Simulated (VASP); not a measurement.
# Ta (P6_3/mmc) in VASP: notebook, part 2 of 2

VASP 6.6.1.

### 4 Single point, BLYP (volume scaled by 1.12)

File INCAR:

```
SYSTEM = Ta
AGGAC = 1.0
AGGAX = 1.0
ALDAC = 0.0
ALDAX = 1.0
ALGO = Normal
EDIFF = 1E-6
ENCUT = 520
GGA = B5
ISIF = 2
ISMEAR = -1
LASPH = .TRUE.
LCHARG = .TRUE.
LELF = .TRUE.
LREAL = .FALSE.
LVHAR = .TRUE.
LWAVE = .FALSE.
NBANDS = 18
NELM = 80
PREC = Accurate
SIGMA = 0.1
```

File KPOINTS:

```
k-points
0
G
  14 14 7
  0 0 0
```

File POSCAR:

```
Ta
1.0
    3.0299251668      0.0000000000      0.0000000000
   -1.5149625834      2.6239921660      0.0000000000
    0.0000000000      0.0000000000      5.4545944513
Ta
2
Direct
    0.3333333333      0.6666666667      0.2500000000
    0.6666666667      0.3333333333      0.7500000000
```

Run with:

```sh
$ cat potpaw_PBE.64/Ta_pv/POTCAR > POTCAR
$ mpirun -np 1 vasp_std > vasp.out
```

Run time: 31 s. Hardware: 1 thread of Intel Xeon Platinum 8559C (Emerald Rapids), shared host; peak memory 0.2 GiB.

The run converged. Its results:

```yaml
Free_energy: -19.9101 eV
Pressure: -15.0 GPa
Band_gap_on_the_k_mesh: zero (band 11 reaches 5.92 eV, above the bottom of band 12 at 4.43 eV)
```

Stress tensor (GPa, compression positive):
```
-15.66   0.00   0.00
  0.00 -15.66   0.00
  0.00   0.00 -13.67
```

Levels at points of the mesh, in eV from the Fermi level:
| k point | band 7 | band 8 | band 9 | band 10 | band 11 | band 12 | band 13 | band 14 | band 15 | band 16 |
| --- | --- | --- | --- | --- | --- | --- | --- | --- | --- | --- |
| (0.00, 0.00, 0.00) | -7.39 | -4.40 | -0.55 | -0.15 | 0.56 | 0.56 | 0.98 | 0.98 | 2.54 | 2.54 |
| (0.50, 0.00, 0.00) | -3.54 | -3.18 | -2.64 | -0.42 | -0.30 | 0.34 | 0.86 | 4.44 | 5.31 | 5.52 |

Caveat: the cell differs from its parent crystal (volume scaled by 1.12); the PAW data sets were made with another functional, which shifts forces and pressure a little; spin-orbit coupling is left out, which moves the levels of the heavy elements.

### 5 Relaxation of cell and atoms, BLYP

This run uses another cell than the first one, of 18.06 Å³/atom, 0.897 times its volume.

File INCAR:

```
  PREC = Accurate
  ENCUT = 600
  EDIFF = 1E-6
  ISMEAR = -1
  SIGMA = 0.1
  LREAL = F
  LASPH = T
  NELM = 100
  ALGO = Normal
  ISIF = 3
  LWAVE = F
  LCHARG = F
  GGA = B5
  ALDAX = 1.0
  AGGAX = 1.0
  AGGAC = 1.0
  ALDAC = 0.0
  IBRION = 2
  NSW = 80
  EDIFFG = -0.01
```

File KPOINTS:

```
Automatic mesh
0
Gamma
  12 12 7
```

File POSCAR:

```
Ta
1.0
    2.9451288715      0.0000000000      0.0000000000
   -1.4725644358      2.5505564202      0.0000000000
    0.0000000000      0.0000000000      4.8093954472
Ta
2
Direct
    0.3333333333      0.6666666667      0.2500000000
    0.6666666667      0.3333333333      0.7500000000
```

Potentials or basis: VASP PAW PBE potentials, release 64 (Ta_pv).

Run with:

```sh
$ cat potpaw_PBE.64/Ta_pv/POTCAR > POTCAR
$ mpirun -np 1 vasp_std > vasp.out
```

OUTCAR:

```text
PREC = Accurate
   ENCUT = 600
   EDIFF = 1E-6
   ISMEAR = -1
   LREAL = F
   LASPH = T
   NELM = 100
   ISIF = 3
   GGA = B5
   IBRION = 2
   NSW = 80
   EDIFFG = -0.01

 ion  position               nearest neighbor table
   1  0.333  0.667  0.250-   2 2.95   2 2.95   2 2.95   2 2.95   2 2.95   2 2.95
   2  0.667  0.333  0.750-   1 2.95   1 2.95   1 2.95   1 2.95   1 2.95   1 2.95

  LATTYP: Found a hexagonal cell.
 ALAT       =     2.9451288715
 C/A-ratio  =     1.6330000000

  Lattice vectors:

 A1 = (   2.9451288715,   0.0000000000,   0.0000000000)
 A2 = (  -1.4725644358,   2.5505564202,   0.0000000000)
 A3 = (   0.0000000000,   0.0000000000,   4.8093954472)

Analysis of symmetry for initial positions (statically):
=====================================================================
 Subroutine PRICEL returns:
 Original cell was already a primitive cell.

 Routine SETGRP: Setting up the symmetry group for a
 hexagonal supercell.

 Subroutine GETGRP returns: Found 24 space group operations
 (whereof 12 operations were pure point group operations)
 out of a pool of 24 trial point group operations.

The static configuration has the point symmetry D_3d.
 The point group associated with its full space group is D_6h.

Analysis of symmetry for dynamics (positions and initial velocities):
=====================================================================
 Subroutine PRICEL returns:
 Original cell was already a primitive cell.

 Routine SETGRP: Setting up the symmetry group for a
 hexagonal supercell.

 Subroutine GETGRP returns: Found 24 space group operations
 (whereof 12 operations were pure point group operations)
 out of a pool of 24 trial point group operations.

The dynamic configuration has the point symmetry D_3d.
 The point group associated with its full space group is D_6h.

 Subroutine INISYM returns: Found 24 space group operations
 (whereof 12 operations are pure point group operations),
 and found     1 'primitive' translations

----------------------------------------------------------------------------------------

[... 138 lines left out ...]
  ---------------------------------------------------
  free energy    TOTEN  =       -19.91606195 eV

  energy without entropy =      -19.82459538  energy(sigma->0) =      -19.87032867

------------------------ aborting loop because EDIFF is reached ----------------------------------------

  FORCE on cell =-STRESS in cart. coord.  units (eV):
  Direction    XX          YY          ZZ          XY          YZ          ZX
  --------------------------------------------------------------------------------------
  -------------------------------------------------------------------------------------
  Total        2.3754223      2.3754223      5.0423733     -0.0000000      0.0000000     -0.0000000
  in kB      105.3468805    105.3468805    223.6226806     -0.0000000      0.0000000     -0.0000000
  external PRESSURE =     144.7721472 kB  Pullay stress =       0.0000000 kB
[... 275 lines left out ...]
--------------------------------------- Ionic step        9  -------------------------------------------

 number of electron      22.0000000 magnetization

 Free energy of the ion-electron system (eV)
  ---------------------------------------------------
  ext. energy  EPLUGINS =         0.00000000
  ---------------------------------------------------
  free energy    TOTEN  =       -20.13821848 eV

  energy without entropy =      -20.05278759  energy(sigma->0) =      -20.09550303

 E-fermi :   5.8295     XC(G=0): -11.5979

 val. band max:        5.7988678834   @ k =   0.1667   0.1667   0.1429
 cond. band min:       5.8351922891   @ k =   0.0000   0.0000   0.0000
 fundamental gap:      0.0363244058
 Fermi energy:         5.8294621599

 k-point     1 :       0.0000    0.0000    0.0000
  band No.  band energies     occupation
      1     -28.6101      2.00000
      2     -27.8994      2.00000
      3     -27.7427      2.00000
      4     -27.7427      2.00000
      5     -27.6729      2.00000
      6     -27.6729      2.00000
      7      -2.0185      2.00000
      8       1.0715      2.00000
      9       5.1346      1.99808
     10       5.8352      0.97136
     11       6.3944      0.00702
     12       6.3944      0.00702
     13       6.8896      0.00005
     14       6.8896      0.00005
[... 401 lines left out ...]
      2     -28.4114      2.00000
      3     -28.3058      2.00000
      4     -27.9579      2.00000
      5     -27.9293      2.00000
      6     -27.8261      2.00000
      7       1.0703      2.00000
      8       2.6300      2.00000
      9       3.3520      2.00000
     10       4.6679      1.99998
     11       5.7853      1.21742
     12       6.1993      0.04833
     13       7.2094      0.00000
     14       8.7310      0.00000
     15       9.8603      0.00000

 [... further k-points ...]

------------------------ aborting loop because EDIFF is reached ----------------------------------------

  FORCE on cell =-STRESS in cart. coord.  units (eV):
  Direction    XX          YY          ZZ          XY          YZ          ZX
  --------------------------------------------------------------------------------------
  -------------------------------------------------------------------------------------
  Total        0.0029465      0.0029465     -0.0106364     -0.0000000      0.0000000     -0.0000000
  in kB        0.1213347      0.1213347     -0.4380057     -0.0000000      0.0000000     -0.0000000
  external PRESSURE =      -0.0651121 kB  Pullay stress =       0.0000000 kB
[... 17 lines left out ...]
  FREE ENERGIE OF THE ION-ELECTRON SYSTEM (eV)
  ---------------------------------------------------
  free  energy   TOTEN  =       -20.1382184797 eV

  energy  without entropy=      -20.0527875855  energy(sigma->0) =      -20.09550303

 reached required accuracy - stopping structural energy minimisation
```

OSZICAR:

```text
N       E                     dE             d eps       ncg     rms          rms(c)
DAV:   1     0.179629036303E+03    0.17963E+03   -0.14312E+04  2280   0.169E+03
DAV:   2    -0.167250608360E+02   -0.19635E+03   -0.19467E+03  2812   0.422E+02
DAV:   3    -0.206903630081E+02   -0.39653E+01   -0.38416E+01  3015   0.554E+01
[... 74 lines left out ...]
DAV:   2    -0.201387360747E+02    0.23332E-02   -0.39962E-03  2308   0.628E-01    0.151E-01
DAV:   3    -0.201382095697E+02    0.52650E-03   -0.20392E-03  2604   0.434E-01    0.616E-02
DAV:   4    -0.201382290801E+02   -0.19510E-04   -0.73614E-05  2700   0.723E-02    0.331E-02
DAV:   5    -0.201382183213E+02    0.10759E-04   -0.54029E-05  2539   0.724E-02    0.873E-03
DAV:   6    -0.201382184797E+02   -0.15845E-06   -0.91884E-07  1888   0.922E-03
   9 F= -.20138218E+02 E0= -.20095503E+02  d E =-.124018E-03
```

It took 2.3 min on 1 thread of Intel Xeon Platinum 8559C (Emerald Rapids), shared host; peak memory 0.2 GiB.

Results:

| Quantity | Value |
| --- | --- |
| Free energy | -20.1382 eV |
| Relaxed volume | 19.45 Å³/atom |
| Relaxed cell | a = 2.922 Å, b = 2.922 Å, c = 5.263 Å, α = 90.00°, β = 90.00°, γ = 120.00° |
| Space group after relaxing (to 0.05 Å) | P6_3/mmc (No. 194) |
| Energy gained by relaxing | 111.1 meV/atom |
| Ionic steps | 9 |
| Pressure after relaxing | 0.0 GPa |
| Band gap on the k mesh | zero (band 11 reaches 7.02 eV, above the bottom of band 12 at 5.26 eV) |

Step by step:
```csv
step,energy change (eV),largest force (eV/Å),pressure (GPa),volume (Å³)
1,0.0000,0.0000,14.48,36.13
2,0.2501,0.0000,-19.66,45.30
3,-0.1500,0.0000,-2.31,39.36
4,-0.1503,0.0000,-1.80,39.24
5,-0.2160,0.0000,-1.00,39.08
6,-0.2220,0.0000,-0.45,39.01
7,-0.2220,0.0000,-0.43,39.00
8,-0.2217,0.0000,0.81,38.73
9,-0.2222,0.0000,-0.01,38.91
```

Final structure:
```
Ta
1.0
     2.92154    0.00000    0.00000
    -1.46077    2.53012    0.00000
     0.00000    0.00000    5.26349
Ta
2
Direct
  0.33333 0.66667 0.25000
  0.66667 0.33333 0.75000
```

Caveat: the PAW data sets were made with another functional, which shifts forces and pressure a little; spin-orbit coupling is left out, which moves the levels of the heavy elements.

### 6 Overview

| task | cell | k mesh | cutoff (eV) | gap on the mesh (eV) | pressure (GPa) |
| --- | --- | --- | --- | --- | --- |
| single point | a = 2.956, b = 2.956, c = 5.322 Å, angles 90.0, 90.0, 120.0°, 2 atoms | 14 × 14 × 7 | 520 | none | -5.4 |
| single point | a = 2.993, b = 2.993, c = 5.389 Å, angles 90.0, 90.0, 120.0°, 2 atoms | 14 × 14 × 7 | 520 | none | -10.7 |
| single point | a = 3.030, b = 3.030, c = 5.455 Å, angles 90.0, 90.0, 120.0°, 2 atoms | 14 × 14 × 7 | 520 | none | -15.0 |
| relaxation of cell and atoms | relaxed from a = 2.945, b = 2.945, c = 4.809 Å, angles 90.0, 90.0, 120.0°, 2 atoms | 12 × 12 × 7 | 600 | none | 0.0 |

Alike in all rows: level BLYP; potentials or basis VASP PAW PBE potentials, release 64 (Ta_pv); no spin polarisation; smearing fermi-dirac 0.1 eV.

Caveats: the PAW data sets were made with another functional, which shifts forces and pressure a little; spin-orbit coupling is left out, which moves the levels of the heavy elements.

Total energies depend on the potentials used, so only differences within one code and one set of settings carry meaning.
